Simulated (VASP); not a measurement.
# LiGeN (P6_3mc) in VASP: notebook

The runs below take LiGeN through single point, with PBE.

Everything below comes from runs of VASP 6.6.1. Logs are shortened: lines on timing, memory, paths and dates and some standing lists are left out, and cuts for length are marked.

**1. The cell of the first run**

It takes space group P6_3mc (No. 186, hexagonal). The conventional cell has a = 3.012 Å, b = 3.012 Å, c = 9.419 Å, α = 90.00°, β = 90.00°, γ = 120.00°. Within 2.9 Å of Li (site symmetry 3m) lie 3 N at 2.18 Å and 3 Ge at 2.89 Å. Within 2.7 Å of Ge (site symmetry 3m) lie 3 N at 2.00 Å. N (site symmetry 3m) has 3 Ge at 2.00 Å and 3 Li at 2.18 Å within 2.7 Å.

**2. Single point, PBE**

Contents of INCAR:

```
SYSTEM = LiGeN
PREC = Accurate ; ENCUT = 520
EDIFF = 1E-6 ; ISMEAR = 0
SIGMA = 0.1 ; LREAL = .FALSE.
LASPH = .TRUE. ; NELM = 80
ALGO = Normal ; ISIF = 2
LWAVE = .FALSE. ; LCHARG = .FALSE.
GGA = PE ; NBANDS = 31
```

Contents of KPOINTS:

```
Automatic mesh
0
G
  6 6 2
  0 0 0
```

Contents of POSCAR:

```
LiGeN
1.0
    3.0124085200      0.0000000000      0.0000000000
   -1.5062042600      2.6088223100      0.0000000000
    0.0000000000      0.0000000000      9.4194593400
Li Ge N
2 2 2
Direct
    0.6666666700      0.3333333300      0.7433919900
    0.3333333300      0.6666666700      0.2433919900
    0.0000000000      0.0000000000      0.4980230000
    0.0000000000      0.0000000000      0.9980230000
    0.3333333300      0.6666666700      0.6032230300
    0.6666666700      0.3333333300      0.1032230300
```

Potentials or basis: VASP PAW PBE potentials, release 64 (Li_sv, Ge_d, N).

Launch:

```sh
> cat potpaw_PBE.64/Li_sv/POTCAR potpaw_PBE.64/Ge_d/POTCAR potpaw_PBE.64/N/POTCAR > POTCAR
> mpirun -np 1 vasp_std > vasp.out
```

OUTCAR:

```text
SYSTEM = LiGeN
   PREC = Accurate
   ENCUT = 520
   EDIFF = 1E-6
   ISMEAR = 0
   LREAL = .FALSE.
   LASPH = .TRUE.
   NELM = 80
   ISIF = 2
   GGA = PE

 ion  position               nearest neighbor table
   1  0.667  0.333  0.743-   5 2.18   5 2.18   5 2.18
   2  0.333  0.667  0.243-   6 2.18   6 2.18   6 2.18
   3  0.000  0.000  0.498-   5 2.00   5 2.00   5 2.00
   4  0.000  0.000  0.998-   6 2.00   6 2.00   6 2.00
   5  0.333  0.667  0.603-   3 2.00   3 2.00   3 2.00   1 2.18   1 2.18   1 2.18
   6  0.667  0.333  0.103-   4 2.00   4 2.00   4 2.00   2 2.18   2 2.18   2 2.18

  LATTYP: Found a hexagonal cell.
 ALAT       =     3.0124085200
 C/A-ratio  =     3.1268864357

  Lattice vectors:

 A1 = (   3.0124085200,   0.0000000000,   0.0000000000)
 A2 = (  -1.5062042600,   2.6088223100,   0.0000000000)
 A3 = (   0.0000000000,   0.0000000000,   9.4194593400)

Analysis of symmetry for initial positions (statically):
=====================================================================
 Subroutine PRICEL returns:
 Original cell was already a primitive cell.

 Routine SETGRP: Setting up the symmetry group for a
 hexagonal supercell.

 Subroutine GETGRP returns: Found 12 space group operations
 (whereof  6 operations were pure point group operations)
 out of a pool of 24 trial point group operations.

The static configuration has the point symmetry C_3v.
 The point group associated with its full space group is C_6v.

Analysis of symmetry for dynamics (positions and initial velocities):
=====================================================================
 Subroutine PRICEL returns:
 Original cell was already a primitive cell.

 Routine SETGRP: Setting up the symmetry group for a
 hexagonal supercell.

 Subroutine GETGRP returns: Found 12 space group operations
 (whereof  6 operations were pure point group operations)
 out of a pool of 24 trial point group operations.

The dynamic configuration has the point symmetry C_3v.
 The point group associated with its full space group is C_6v.

 Subroutine INISYM returns: Found 12 space group operations
 (whereof  6 operations are pure point group operations),
 and found     1 'primitive' translations

----------------------------------------------------------------------------------------

                                     Primitive cell

  volume of cell :      74.0260

  direct lattice vectors                    reciprocal lattice vectors
     3.012408520  0.000000000  0.000000000     0.331960288  0.191657361  0.000000000
    -1.506204260  2.608822310  0.000000000     0.000000000  0.383314723  0.000000000
     0.000000000  0.000000000  9.419459340     0.000000000  0.000000000  0.106163206

  length of vectors
     3.012408520  3.012408524  9.419459340     0.383314723  0.383314723  0.106163206

  position of ions in fractional coordinates (direct lattice)
     0.666666670  0.333333330  0.743391990
     0.333333330  0.666666670  0.243391990
     0.000000000  0.000000000  0.498023000
     0.000000000  0.000000000  0.998023000
     0.333333330  0.666666670  0.603223030
     0.666666670  0.333333330  0.103223030

  ion indices of the primitive-cell ions
   primitive index   ion index
                 1           1
                 2           2
                 3           3
                 4           4
                 5           5
                 6           6

----------------------------------------------------------------------------------------

 KPOINTS: Automatic mesh

Automatic generation of k-mesh.
 Grid dimensions read from file:
 generate k-points for:    6    6    2

 Generating k-lattice:

  Cartesian coordinates                     Fractional coordinates (reciprocal lattice)
     0.055326715  0.031942894  0.000000000     0.166666667  0.000000000  0.000000000
     0.000000000  0.063885787  0.000000000     0.000000000  0.166666667  0.000000000
     0.000000000  0.000000000  0.053081603     0.000000000  0.000000000  0.500000000

  Length of vectors
     0.063885787  0.063885787  0.053081603

  Shift w.r.t. Gamma in fractional coordinates (k-lattice)
     0.000000000  0.000000000  0.000000000

 Subroutine IBZKPT returns following result:
 ===========================================

 Found     14 irreducible k-points:

 Following reciprocal coordinates:
            Coordinates               Weight
  0.000000  0.000000  0.000000      1.000000
  0.166667  0.000000  0.000000      6.000000
  0.333333 -0.000000  0.000000      6.000000
  0.500000  0.000000  0.000000      3.000000
  0.166667  0.166667  0.000000      6.000000
  0.333333  0.166667  0.000000     12.000000
  0.333333  0.333333  0.000000      2.000000
  0.000000  0.000000  0.500000      1.000000
  0.166667  0.000000  0.500000      6.000000
  0.333333 -0.000000  0.500000      6.000000
  0.500000  0.000000  0.500000      3.000000
  0.166667  0.166667  0.500000      6.000000
  0.333333  0.166667  0.500000     12.000000
  0.333333  0.333333  0.500000      2.000000
   k-points           NKPTS =     14   k-points in BZ     NKDIM =     14   number of bands    NBANDS=     31
   number of dos      NEDOS =    301   number of ions     NIONS =      6
   total plane-waves  NPLWV =  40320
   dimension x,y,z NGX =    24 NGY =   24 NGZ =   70
   dimension x,y,z NGXF=    48 NGYF=   48 NGZF=  140
   ions per type =               2   2   2
   NGX,Y,Z   is equivalent  to a cutoff of  13.24, 13.24, 12.35 a.u.
   NGXF,Y,Z  is equivalent  to a cutoff of  26.49, 26.49, 24.71 a.u.
 SYSTEM =  LiGeN
   PREC   = accura    normal or accurate (medium, high low for compatibility)
   ISTART =      0    job   : 0-new  1-cont  2-samecut
   ICHARG =      2    charge: 1-file 2-atom 10-const
   ISPIN  =      1    spin polarized calculation?
   LNONCOLLINEAR =      F non collinear calculations
   LSORBIT =      F    spin-orbit coupling
   LASPH  =      T    aspherical Exc in radial PAW
   ENCUT  =  520.0 eV  38.22 Ry    6.18 a.u.   5.60  5.60 17.51*2*pi/ulx,y,z
   NELM   =     80;   NELMIN=  2; NELMDL= -5     # of ELM steps
   EDIFF  = 0.1E-05   stopping-criterion for ELM
   LREAL  =      F    real-space projection
   EDIFFG = 0.1E-04   stopping-criterion for IOM
   NSW    =      0    number of steps for IOM
   IBRION =     -1    ionic relax: 0-MD 1-quasi-New 2-CG
   NFREE  =      0    steps in history (QN), initial steepest desc. (CG)
   ISIF   =      2    stress and relaxation
   ISYM   =      2    0-nonsym 1-usesym 2-fastsym
   POTIM  = 0.5000    time-step for ionic-motion
   TEBEG  =    0.0;   TEEND  =   0.0 temperature during run
   PSTRESS=    0.0 pullay stress
   NELECT =      44.0000    total number of electrons
   NUPDOWN=      -1.0000    fix difference up-down
   EMIN   =  10.00;   EMAX   =-10.00  energy-range for DOS
   EFERMI =   0.00;   METHOD = LEGACY
   ISMEAR =     0;   SIGMA  =   0.10  broadening in eV -4-tet -1-fermi 0-gaus
   EFERMI_NEDOS =   21; number of points for ismear=-14 and -15
   IALGO  =     38    algorithm
   IMIX   =      4    mixing-type and parameters
     AMIX     =   0.40;   BMIX     =  1.00
     AMIX_MAG =   1.60;   BMIX_MAG =  1.00
  volume/ion in A,a.u.               =      12.34        83.26
  Fermi-wavevector in a.u.,A,eV,Ry     =   1.376462  2.601136 25.778252  1.894648
  Thomas-Fermi vector in A             =   2.501705
   LORBIT       =      0    0 simple, 1 ext, 2 COOP (PROOUT), +10 PAW based schemes
   GGA     = PE    functional components
   LHFCALC =     F    Hartree Fock is set to
   AEXX    =    0.0000 exact exchange contribution
   IVDW    =     0    specifies the selected vdW correction
   LEPSILON=     F    determine dielectric tensor
   LRPA    =     F    only Hartree local field effects (RPA)
 non-spin polarized calculation
 Gauss-broadening in eV      SIGMA  =   0.10
  energy-cutoff  :      520.00
  volume of cell :       74.03
 maximum number of plane-waves:      2040
 NGX is ok and might be reduce to    24

 number of electron      44.0000020 magnetization

 Free energy of the ion-electron system (eV)
  ---------------------------------------------------
  ext. energy  EPLUGINS =         0.00000000
  ---------------------------------------------------
  free energy    TOTEN  =       -31.35398099 eV

  energy without entropy =      -31.35398099  energy(sigma->0) =      -31.35398099

 E-fermi :   5.0546     XC(G=0): -10.4047

 val. band max:        4.6205100590   @ k =   0.1667   0.1667   0.0000
 cond. band min:       6.0882629098   @ k =   0.5000   0.0000   0.0000
 fundamental gap:      1.4677528509
 Fermi energy:         5.0546078239

 k-point     1 :       0.0000    0.0000    0.0000
  band No.  band energies     occupation
      1     -40.6060      2.00000
      2     -40.6059      2.00000
      3     -19.3859      2.00000
      4     -19.3859      2.00000
      5     -19.3859      2.00000
      6     -19.3859      2.00000
[... 23 lines left out ...]
     30      12.9998      0.00000
     31      17.0241      0.00000

 k-point     2 :       0.1667    0.0000    0.0000
  band No.  band energies     occupation
      1     -40.6021      2.00000
      2     -40.6020      2.00000
      3     -19.4005      2.00000
      4     -19.4004      2.00000
      5     -19.3623      2.00000
      6     -19.3622      2.00000
[... 23 lines left out ...]
     30      13.1702      0.00000
     31      14.8998      0.00000

 k-point     3 :       0.3333   -0.0000    0.0000
  band No.  band energies     occupation
      1     -40.5941      2.00000
      2     -40.5941      2.00000
      3     -19.4336      2.00000
      4     -19.4334      2.00000
      5     -19.3153      2.00000
      6     -19.3153      2.00000
[... 363 lines left out ...]
     30      12.7182      0.00000
     31      14.4118      0.00000

 k-point    14 :       0.3333    0.3333    0.5000
  band No.  band energies     occupation
      1     -40.5881      2.00000
      2     -40.5881      2.00000
      3     -19.4101      2.00000
      4     -19.4101      2.00000
      5     -19.3298      2.00000
      6     -19.3298      2.00000
[... 23 lines left out ...]
     30      13.2546      0.00000
     31      14.0636      0.00000

------------------------ aborting loop because EDIFF is reached ----------------------------------------

  FORCE on cell =-STRESS in cart. coord.  units (eV):
  Direction    XX          YY          ZZ          XY          YZ          ZX
  --------------------------------------------------------------------------------------
  -------------------------------------------------------------------------------------
  Total        0.1129700      0.1129700     -0.0288508      0.0000000     -0.0000000      0.0000000
  in kB        2.4450583      2.4450583     -0.6244296      0.0000000     -0.0000000      0.0000000
  external PRESSURE =       1.4218956 kB  Pullay stress =       0.0000000 kB

 VOLUME and BASIS-vectors are now :
 -----------------------------------------------------------------------------
  energy-cutoff  :      520.00
  volume of cell :       74.03
      direct lattice vectors                 reciprocal lattice vectors
     3.012408520  0.000000000  0.000000000     0.331960288  0.191657361  0.000000000
    -1.506204260  2.608822310  0.000000000     0.000000000  0.383314723  0.000000000
     0.000000000  0.000000000  9.419459340     0.000000000  0.000000000  0.106163206

 POSITION                                       TOTAL-FORCE (eV/Angst)
 -----------------------------------------------------------------------------------
      1.50620      0.86961      7.00235        -0.000000      0.000000     -0.054801
     -0.00000      1.73921      2.29262         0.000000     -0.000000     -0.054801
      0.00000      0.00000      4.69111         0.000000     -0.000000     -0.026439
      0.00000      0.00000      9.40084        -0.000000      0.000000     -0.026439
     -0.00000      1.73921      5.68203        -0.000000      0.000000      0.081240
      1.50620      0.86961      0.97231         0.000000     -0.000000      0.081240
 -----------------------------------------------------------------------------------
    total drift:                               -0.000018      0.000011     -0.000287

  FREE ENERGIE OF THE ION-ELECTRON SYSTEM (eV)
  ---------------------------------------------------
  free  energy   TOTEN  =       -31.3539809872 eV

  energy  without entropy=      -31.3539809872  energy(sigma->0) =      -31.35398099
```

Wall time 22 s (1 thread of Intel Xeon 6975P-C (Granite Rapids), shared host); peak memory 0.19 GiB.

Results:

```yaml
Free_energy: -31.3540 eV
Largest_force: 0.081 eV/Å
Band_gap_on_the_k_mesh: 1.47 eV, indirect (least direct gap 2.45 eV)
```

Forces in eV/Å, atoms in the order of the input:
```
Li   0.000  0.000 -0.055
Li   0.000  0.000 -0.055
Ge   0.000  0.000 -0.026
Ge   0.000  0.000 -0.026
N    0.000  0.000  0.081
N    0.000  0.000  0.081
```

Levels at points of the mesh, in eV from the valence-band top:
| k point | band 18 | band 19 | band 20 | band 21 | band 22 | band 23 | band 24 | band 25 | band 26 | band 27 |
| --- | --- | --- | --- | --- | --- | --- | --- | --- | --- | --- |
| (0.00, 0.00, 0.00) | -1.11 | -1.11 | -1.11 | -1.11 | -0.28 | 2.57 | 3.52 | 7.19 | 7.60 | 8.24 |
| (0.50, 0.00, 0.00) | -3.89 | -2.71 | -2.66 | -1.13 | -0.98 | 1.47 | 2.17 | 5.03 | 5.13 | 6.19 |
| (0.00, 0.00, 0.50) | -1.42 | -1.11 | -1.11 | -1.11 | -1.11 | 3.19 | 3.19 | 7.40 | 7.40 | 8.30 |
| (0.50, 0.00, 0.50) | -3.89 | -2.68 | -2.68 | -1.13 | -1.13 | 1.90 | 1.90 | 5.21 | 5.21 | 6.63 |

Caveat: the cutoff is under 1.25 times the usual one of these potentials, so pressure, stress and relaxed cells hold a basis-set (Pulay) error. A k mesh can miss the band edges.

**3. Single point, PBE**

This run uses another cell than the first one: it holds 12 atoms, not 6.

Contents of INCAR:

```
PREC = Accurate
ENCUT = 520
EDIFF = 1E-7
ISMEAR = 0
SIGMA = 0.1
LREAL = False
LASPH = True
NELM = 100
ALGO = Normal
ISIF = 2
LWAVE = False
LCHARG = True
GGA = PE
LELF = True
LVHAR = True
NBANDS = 56
```

Contents of KPOINTS:

```
Automatic mesh
0
Gamma
  6 6 1
```

Contents of POSCAR:

```
LiGeN
1.0
    3.0153703257      0.0000000000      0.0000000000
   -1.5076851629      2.6113873039      0.0000000000
    0.0000000000      0.0000000000     18.8598564444
Li Ge N
4 4 4
Direct
    0.6666666667      0.3333333333      0.3708189563
    0.6666666667      0.3333333333      0.8708189563
    0.3333333333      0.6666666667      0.1208189563
    0.3333333333      0.6666666667      0.6208189563
    0.0000000000      0.0000000000      0.2492976708
    0.0000000000      0.0000000000      0.7492976708
    0.0000000000      1.0000000000      0.4992976708
    1.0000000000      1.0000000000      0.9992976708
    0.3333333333      0.6666666667      0.3022023829
    0.3333333333      0.6666666667      0.8022023829
    0.6666666667      0.3333333333      0.0522023829
    0.6666666667      0.3333333333      0.5522023829
```

Potentials or basis: VASP PAW PBE potentials, release 64 (Li_sv, Ge_d, N).

Launch:

```sh
> cat potpaw_PBE.64/Li_sv/POTCAR potpaw_PBE.64/Ge_d/POTCAR potpaw_PBE.64/N/POTCAR > POTCAR
> mpirun -np 1 vasp_std > vasp.out
```

OUTCAR:

```text
PREC = Accurate
   ENCUT = 520
   EDIFF = 1E-7
   ISMEAR = 0
   LREAL = False
   LASPH = True
   NELM = 100
   ISIF = 2
   GGA = PE

 ion  position               nearest neighbor table
   1  0.667  0.333  0.371-   9 2.17   9 2.17   9 2.17
   2  0.667  0.333  0.871-  10 2.17  10 2.17  10 2.17
   3  0.333  0.667  0.121-  11 2.17  11 2.17  11 2.17
   4  0.333  0.667  0.621-  12 2.17  12 2.17  12 2.17
   5  0.000  0.000  0.249-   9 2.01   9 2.01   9 2.01
[... 635 lines left out ...]
  external PRESSURE =      -0.6384933 kB  Pullay stress =       0.0000000 kB

 VOLUME and BASIS-vectors are now :
 -----------------------------------------------------------------------------
  energy-cutoff  :      520.00
  volume of cell :      148.51
      direct lattice vectors                 reciprocal lattice vectors
     3.015370326  0.000000000  0.000000000     0.331634225  0.191469109  0.000000000
    -1.507685163  2.611387304  0.000000000     0.000000000  0.382938218  0.000000000
     0.000000000  0.000000000 18.859856444     0.000000000  0.000000000  0.053022673

 POSITION                                       TOTAL-FORCE (eV/Angst)
 -----------------------------------------------------------------------------------
      1.50769      0.87046      6.99359        -0.000000      0.000000      0.000727
      1.50769      0.87046     16.42352        -0.000000      0.000000      0.000727
     -0.00000      1.74092      2.27863        -0.000000      0.000000      0.000727
     -0.00000      1.74092     11.70856         0.000000      0.000000      0.000727
      0.00000      0.00000      4.70172         0.000000     -0.000000     -0.013717
      0.00000      0.00000     14.13165         0.000000     -0.000000     -0.013717
      0.00000      0.00000      9.41668         0.000000      0.000000     -0.013717
      0.00000      0.00000     18.84661        -0.000000      0.000000     -0.013717
     -0.00000      1.74092      5.69949        -0.000000      0.000000      0.012990
     -0.00000      1.74092     15.12942        -0.000000      0.000000      0.012990
      1.50769      0.87046      0.98453         0.000000     -0.000000      0.012990
      1.50769      0.87046     10.41446         0.000000     -0.000000      0.012990
 -----------------------------------------------------------------------------------
    total drift:                                0.000001      0.000002     -0.004333

  FREE ENERGIE OF THE ION-ELECTRON SYSTEM (eV)
  ---------------------------------------------------
  free  energy   TOTEN  =       -62.7120964267 eV

  energy  without entropy=      -62.7120964267  energy(sigma->0) =      -62.71209643
```

OSZICAR:

```text
N       E                     dE             d eps       ncg     rms          rms(c)
DAV:   1     0.112198198244E+04    0.11220E+04   -0.38444E+04   992   0.361E+03
DAV:   2     0.188948035049E+03   -0.93303E+03   -0.87856E+03   792   0.108E+03
DAV:   3    -0.382851932056E+02   -0.22723E+03   -0.21988E+03   864   0.261E+02
DAV:   4    -0.684869039176E+02   -0.30202E+02   -0.29901E+02  1072   0.942E+01
DAV:   5    -0.711194472833E+02   -0.26325E+01   -0.26202E+01  1208   0.249E+01    0.165E+01
DAV:   6    -0.625357829620E+02    0.85837E+01   -0.37948E+01  1168   0.389E+01    0.649E+00
DAV:   7    -0.627974288593E+02   -0.26165E+00   -0.54025E+00   912   0.917E+00    0.439E+00
DAV:   8    -0.627361493004E+02    0.61280E-01   -0.87426E-01  1120   0.476E+00    0.161E+00
DAV:   9    -0.627099243118E+02    0.26225E-01   -0.11478E-01  1008   0.210E+00    0.317E-01
DAV:  10    -0.627116855911E+02   -0.17613E-02   -0.18965E-02   960   0.825E-01    0.163E-01
DAV:  11    -0.627120561644E+02   -0.37057E-03   -0.21583E-03  1184   0.275E-01    0.566E-02
DAV:  12    -0.627120944061E+02   -0.38242E-04   -0.30948E-04  1096   0.795E-02    0.206E-02
DAV:  13    -0.627120978194E+02   -0.34133E-05   -0.42494E-05  1032   0.483E-02    0.772E-03
DAV:  14    -0.627120961689E+02    0.16505E-05   -0.52791E-06  1040   0.141E-02    0.472E-03
DAV:  15    -0.627120966326E+02   -0.46368E-06   -0.94784E-07   880   0.557E-03    0.287E-03
DAV:  16    -0.627120964637E+02    0.16892E-06   -0.55426E-07   824   0.325E-03    0.504E-04
DAV:  17    -0.627120964267E+02    0.37004E-07   -0.53885E-08   544   0.136E-03
   1 F= -.62712096E+02 E0= -.62712096E+02  d E =-.535831E-17
```

It took 60 s on 1 thread of Intel Xeon 6975P-C (Granite Rapids), shared host; peak memory 0.28 GiB.

What came out:

- Free energy: -62.7121 eV
- Largest force: 0.014 eV/Å
- Band gap on the k mesh: 1.47 eV

Forces in eV/Å, atoms in the order of the input:
```
Li   0.000  0.000  0.001
Li   0.000  0.000  0.001
Li   0.000  0.000  0.001
Li   0.000  0.000  0.001
Ge   0.000  0.000 -0.014
Ge   0.000  0.000 -0.014
Ge   0.000  0.000 -0.014
Ge   0.000  0.000 -0.014
N    0.000  0.000  0.013
N    0.000  0.000  0.013
N    0.000  0.000  0.013
N    0.000  0.000  0.013
```

Levels at points of the mesh, in eV from the valence-band top:
| k point | band 42 | band 43 | band 44 | band 45 | band 46 | band 47 |
| --- | --- | --- | --- | --- | --- | --- |
| (0.00, 0.00, 0.00) | -1.10 | -1.10 | -0.26 | 2.55 | 3.17 | 3.17 |
| (0.50, 0.00, 0.00) | -1.12 | -1.12 | -0.97 | 1.47 | 1.90 | 1.90 |

Caveat: the cutoff is under 1.25 times the usual one of these potentials, so pressure, stress and relaxed cells hold a basis-set (Pulay) error. PBE gaps usually lie below the measured ones, often by a third to a half.

[end of part 1 of 2]
